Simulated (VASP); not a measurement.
# Te2Mo in VASP: single point with LDA

Aim: the single point of Te2Mo with LDA.

Program: VASP 6.6.1. These are calculated values, not measurements. Logs are shortened: lines on timing, memory, paths and dates and some standing lists are left out, and cuts for length are marked.

## Step 1: The cell of the first run

The cell holds a slab with vacuum, 6 atoms: a = 6.274 Å, b = 3.352 Å, c = 38.306 Å, α = 90.00°, β = 90.00°, γ = 90.00°.

## Step 2: Single point, LDA (volume scaled by 1.06, then relaxed in part)

INCAR reads:

```
SYSTEM = Te2Mo
  ALGO = Normal
  EDIFF = 1E-6
  ENCUT = 520
  ISIF = 2
  ISMEAR = 0
  LASPH = .TRUE.
  LCHARG = .FALSE.
  LREAL = .FALSE.
  LWAVE = .FALSE.
  NBANDS = 35
  NELM = 100
  PREC = Accurate
  SIGMA = 0.1
```

KPOINTS reads:

```
k-points
0
G
  6 10 1
  0 0 0
```

POSCAR reads:

```
Te2Mo
1.0
    6.2735527620      0.0000000000      0.0071071001
    0.0000000000      3.3516645782      0.0000000000
   -0.0465433420      0.0000000000     38.3056441050
Te Mo
4 2
Direct
    0.0773033762      0.7500000000      0.4466099656
    0.9226966238      0.2500000000      0.5533900344
    0.5676897011      0.2500000000      0.4615138637
    0.4323102989      0.7500000000      0.5384861363
    0.8176617551      0.7500000000      0.5022142412
    0.1823382449      0.2500000000      0.4977857588
```

Potentials or basis: VASP PAW LDA potentials, release 64 (Te, Mo_sv).

Started as:

```
$ cat potpaw_LDA.64/Te/POTCAR potpaw_LDA.64/Mo_sv/POTCAR > POTCAR
$ mpirun -np 1 vasp_std > vasp.out
```

OUTCAR:

```text
SYSTEM = Te2Mo
   EDIFF = 1E-6
   ENCUT = 520
   ISIF = 2
   ISMEAR = 0
   LASPH = .TRUE.
   LREAL = .FALSE.
   NELM = 100
   PREC = Accurate

 ion  position               nearest neighbor table
   1  0.077  0.750  0.447-   6 2.66   6 2.66   5 2.68   3 3.55   3 3.55   3 3.65   3 3.65
   2  0.923  0.250  0.553-   5 2.66   5 2.66   6 2.68   4 3.55   4 3.55   4 3.65   4 3.65
   3  0.568  0.250  0.462-   5 2.77   5 2.77   6 2.79   4 3.50   4 3.50   1 3.55   1 3.55   1 3.65
                             1 3.65
   4  0.432  0.750  0.538-   6 2.77   6 2.77   5 2.79   3 3.50   3 3.50   2 3.55   2 3.55   2 3.65
                             2 3.65
   5  0.818  0.750  0.502-   2 2.66   2 2.66   1 2.68   3 2.77   3 2.77   4 2.79   6 2.84   6 2.84

   6  0.182  0.250  0.498-   1 2.66   1 2.66   2 2.68   4 2.77   4 2.77   3 2.79   5 2.84   5 2.84

  LATTYP: Found a simple monoclinic cell.
 ALAT       =     6.2735567877
 B/A-ratio  =     0.5342526882
 C/A-ratio  =     6.1058939414
 COS(beta)  =    -0.0000821848

  Lattice vectors:

 A1 = (   6.2735527620,   0.0000000000,   0.0071071001)
 A2 = (   0.0000000000,   3.3516645782,   0.0000000000)
 A3 = (  -0.0465433420,   0.0000000000,  38.3056441050)

Analysis of symmetry for initial positions (statically):
=====================================================================
 Subroutine PRICEL returns:
 Original cell was already a primitive cell.

 Routine SETGRP: Setting up the symmetry group for a
 simple monoclinic supercell.

 Subroutine GETGRP returns: Found  4 space group operations
 (whereof  2 operations were pure point group operations)
 out of a pool of  4 trial point group operations.

The static configuration has the point symmetry S_2 .
 The point group associated with its full space group is C_2h.

Analysis of symmetry for dynamics (positions and initial velocities):
=====================================================================
 Subroutine PRICEL returns:
 Original cell was already a primitive cell.

 Routine SETGRP: Setting up the symmetry group for a
 simple monoclinic supercell.

 Subroutine GETGRP returns: Found  4 space group operations
 (whereof  2 operations were pure point group operations)
 out of a pool of  4 trial point group operations.

The dynamic configuration has the point symmetry S_2 .
 The point group associated with its full space group is C_2h.

 Subroutine INISYM returns: Found  4 space group operations
 (whereof  2 operations are pure point group operations),
 and found     1 'primitive' translations

----------------------------------------------------------------------------------------

                                     Primitive cell

  volume of cell :     805.4479

  direct lattice vectors                    reciprocal lattice vectors
     6.273552762  0.000000000  0.007107100     0.159399094  0.000000000  0.000193678
     0.000000000  3.351664578  0.000000000     0.000000000  0.298359211  0.000000000
    -0.046543342  0.000000000 38.305644105    -0.000029574  0.000000000  0.026105778

  length of vectors
     6.273556788  3.351664578 38.305672381     0.159399211  0.298359211  0.026105794

  position of ions in fractional coordinates (direct lattice)
     0.077303376  0.750000000  0.446609966
     0.922696624  0.250000000  0.553390034
     0.567689701  0.250000000  0.461513864
     0.432310299  0.750000000  0.538486136
     0.817661755  0.750000000  0.502214241
     0.182338245  0.250000000  0.497785759

  ion indices of the primitive-cell ions
   primitive index   ion index
                 1           1
                 2           2
                 3           3
                 4           4
                 5           5
                 6           6

----------------------------------------------------------------------------------------

 KPOINTS: k-points

Automatic generation of k-mesh.
 Grid dimensions read from file:
 generate k-points for:    6   10    1

 Generating k-lattice:

  Cartesian coordinates                     Fractional coordinates (reciprocal lattice)
     0.026566516  0.000000000  0.000032280     0.166666667  0.000000000 -0.000000000
     0.000000000  0.029835921  0.000000000     0.000000000  0.100000000  0.000000000
    -0.000029574  0.000000000  0.026105778     0.000000000  0.000000000  1.000000000

  Length of vectors
     0.026566535  0.029835921  0.026105794

  Shift w.r.t. Gamma in fractional coordinates (k-lattice)
     0.000000000  0.000000000  0.000000000

 Subroutine IBZKPT returns following result:
 ===========================================

 Found     24 irreducible k-points:

 Following reciprocal coordinates:
            Coordinates               Weight
  0.000000  0.000000  0.000000      1.000000
  0.166667  0.000000  0.000000      2.000000
  0.333333  0.000000  0.000000      2.000000
  0.500000  0.000000 -0.000000      1.000000
  0.000000  0.100000  0.000000      2.000000
  0.166667  0.100000  0.000000      4.000000
[... 16 lines left out ...]
  0.333333  0.500000  0.000000      2.000000
  0.500000  0.500000 -0.000000      1.000000
   k-points           NKPTS =     24   k-points in BZ     NKDIM =     24   number of bands    NBANDS=     35
   number of dos      NEDOS =    301   number of ions     NIONS =      6
   total plane-waves  NPLWV = 387072
   dimension x,y,z NGX =    48 NGY =   28 NGZ =  288
   dimension x,y,z NGXF=    96 NGYF=   56 NGZF=  576
   ions per type =               4   2
   NGX,Y,Z   is equivalent  to a cutoff of  12.72, 13.89, 12.50 a.u.
   NGXF,Y,Z  is equivalent  to a cutoff of  25.44, 27.78, 25.00 a.u.
 SYSTEM =  Te2Mo
   PREC   = accura    normal or accurate (medium, high low for compatibility)
   ISTART =      0    job   : 0-new  1-cont  2-samecut
   ICHARG =      2    charge: 1-file 2-atom 10-const
   ISPIN  =      1    spin polarized calculation?
   LNONCOLLINEAR =      F non collinear calculations
   LSORBIT =      F    spin-orbit coupling
   LASPH  =      T    aspherical Exc in radial PAW
   ENCUT  =  520.0 eV  38.22 Ry    6.18 a.u.  11.66  6.23 71.22*2*pi/ulx,y,z
   NELM   =    100;   NELMIN=  2; NELMDL= -5     # of ELM steps
   EDIFF  = 0.1E-05   stopping-criterion for ELM
   LREAL  =      F    real-space projection
   EDIFFG = 0.1E-04   stopping-criterion for IOM
   NSW    =      0    number of steps for IOM
   IBRION =     -1    ionic relax: 0-MD 1-quasi-New 2-CG
   NFREE  =      0    steps in history (QN), initial steepest desc. (CG)
   ISIF   =      2    stress and relaxation
   ISYM   =      2    0-nonsym 1-usesym 2-fastsym
   POTIM  = 0.5000    time-step for ionic-motion
   TEBEG  =    0.0;   TEEND  =   0.0 temperature during run
   PSTRESS=    0.0 pullay stress
   NELECT =      52.0000    total number of electrons
   NUPDOWN=      -1.0000    fix difference up-down
   EMIN   =  10.00;   EMAX   =-10.00  energy-range for DOS
   EFERMI =   0.00;   METHOD = LEGACY
   ISMEAR =     0;   SIGMA  =   0.10  broadening in eV -4-tet -1-fermi 0-gaus
   EFERMI_NEDOS =   21; number of points for ismear=-14 and -15
   IALGO  =     38    algorithm
   IMIX   =      4    mixing-type and parameters
     AMIX     =   0.40;   BMIX     =  1.00
     AMIX_MAG =   1.60;   BMIX_MAG =  1.00
  volume/ion in A,a.u.               =     134.24       905.91
  Fermi-wavevector in a.u.,A,eV,Ry     =   0.656745  1.241068  5.868384  0.431314
  Thomas-Fermi vector in A             =   1.728034
   LORBIT       =      0    0 simple, 1 ext, 2 COOP (PROOUT), +10 PAW based schemes
   GGA     = CA    functional components
   LHFCALC =     F    Hartree Fock is set to
   AEXX    =    0.0000 exact exchange contribution
   IVDW    =     0    specifies the selected vdW correction
   LEPSILON=     F    determine dielectric tensor
   LRPA    =     F    only Hartree local field effects (RPA)
 non-spin polarized calculation
 Gauss-broadening in eV      SIGMA  =   0.10
  energy-cutoff  :      520.00
  volume of cell :      805.45
 maximum number of plane-waves:     21746
 NGX is ok and might be reduce to    48
   NGX = 23   NGY = 13   NGZ =143

 number of electron      52.0000004 magnetization

 Free energy of the ion-electron system (eV)
  ---------------------------------------------------
  ext. energy  EPLUGINS =         0.00000000
  ---------------------------------------------------
  free energy    TOTEN  =       -40.85422969 eV

  energy without entropy =      -40.84717249  energy(sigma->0) =      -40.85070109

 E-fermi :  -2.2915     XC(G=0):  -2.2740

 val. band max:       -2.3771052051   @ k =   0.0000   0.2000   0.0000
 cond. band min:      -2.2903051637   @ k =   0.0000   0.1000   0.0000
 fundamental gap:      0.0868000414
 Fermi energy:        -2.2914948088

 k-point     1 :       0.0000    0.0000    0.0000
  band No.  band energies     occupation
      1     -62.9734      2.00000
      2     -62.8985      2.00000
      3     -37.4597      2.00000
      4     -37.3401      2.00000
      5     -37.3345      2.00000
      6     -37.1967      2.00000
[... 27 lines left out ...]
     34       1.3985      0.00000
     35       1.6459      0.00000

 k-point     2 :       0.1667    0.0000    0.0000
  band No.  band energies     occupation
      1     -62.9733      2.00000
      2     -62.8986      2.00000
      3     -37.4570      2.00000
      4     -37.3399      2.00000
      5     -37.3342      2.00000
      6     -37.1972      2.00000
[... 27 lines left out ...]
     34       1.4994      0.00000
     35       1.7305      0.00000

 k-point     3 :       0.3333    0.0000    0.0000
  band No.  band energies     occupation
      1     -62.9731      2.00000
      2     -62.8988      2.00000
      3     -37.4516      2.00000
      4     -37.3397      2.00000
      5     -37.3338      2.00000
      6     -37.1981      2.00000
[... 27 lines left out ...]
     34       1.6149      0.00000
     35       1.9671      0.00000
[... 723 lines left out ...]
 k-point    23 :       0.3333    0.5000    0.0000
  band No.  band energies     occupation
      1     -62.9261      2.00000
      2     -62.9261      2.00000
      3     -37.5079      2.00000
      4     -37.5079      2.00000
      5     -37.2699      2.00000
      6     -37.2699      2.00000
[... 27 lines left out ...]
     34       1.2784      0.00000
     35       2.5636      0.00000

 k-point    24 :       0.5000    0.5000   -0.0000
  band No.  band energies     occupation
      1     -62.9261      2.00000
      2     -62.9261      2.00000
      3     -37.5090      2.00000
      4     -37.5090      2.00000
      5     -37.2697      2.00000
      6     -37.2697      2.00000
[... 27 lines left out ...]
     34       1.2598      0.00000
     35       2.3252      0.00000

------------------------ aborting loop because EDIFF is reached ----------------------------------------

  FORCE on cell =-STRESS in cart. coord.  units (eV):
  Direction    XX          YY          ZZ          XY          YZ          ZX
  --------------------------------------------------------------------------------------
  -------------------------------------------------------------------------------------
  Total        0.3143882      0.1639406      0.3045937      0.0000000      0.0000000     -0.0099326
  in kB        0.6253734      0.3261067      0.6058902      0.0000000      0.0000000     -0.0197578
  external PRESSURE =       0.5191234 kB  Pullay stress =       0.0000000 kB

 VOLUME and BASIS-vectors are now :
 -----------------------------------------------------------------------------
  energy-cutoff  :      520.00
  volume of cell :      805.45
      direct lattice vectors                 reciprocal lattice vectors
     6.273552762  0.000000000  0.007107100     0.159399094  0.000000000  0.000193678
     0.000000000  3.351664578  0.000000000     0.000000000  0.298359211  0.000000000
    -0.046543342  0.000000000 38.305644105    -0.000029574  0.000000000  0.026105778

 POSITION                                       TOTAL-FORCE (eV/Angst)
 -----------------------------------------------------------------------------------
      0.46418      2.51375     17.10823        -0.000582      0.000000     -0.056818
      5.76283      0.83792     21.20452         0.000582     -0.000000      0.056818
      3.53995      0.83792     17.68262         0.002739     -0.000000     -0.034852
      2.68706      2.51375     20.63013        -0.002739     -0.000000      0.034852
      5.10627      2.51375     19.24345        -0.035430     -0.000000     -0.012485
      1.12074      0.83792     19.06930         0.035430     -0.000000      0.012485
 -----------------------------------------------------------------------------------
    total drift:                                0.000000     -0.000000      0.000000

  FREE ENERGIE OF THE ION-ELECTRON SYSTEM (eV)
  ---------------------------------------------------
  free  energy   TOTEN  =       -40.8542296882 eV

  energy  without entropy=      -40.8471724884  energy(sigma->0) =      -40.85070109
```

Run time: 10 min. Hardware: 1 thread of Intel Xeon 6975P-C (Granite Rapids), shared host; peak memory 0.94 GiB.

What came out:

```yaml
Free_energy: -40.8542 eV
Largest_force: 0.057 eV/Å
Band_gap_on_the_k_mesh: zero (band 26 reaches -1.87 eV, above the bottom of band 27 at -2.42 eV)
```

Forces in eV/Å, atoms in the order of the input:
```
Te  -0.001  0.000 -0.057
Te   0.001  0.000  0.057
Te   0.003  0.000 -0.035
Te  -0.003  0.000  0.035
Mo  -0.035  0.000 -0.012
Mo   0.035  0.000  0.012
```

Caveat: spin-orbit coupling is left out, which moves the levels of the heavy elements.
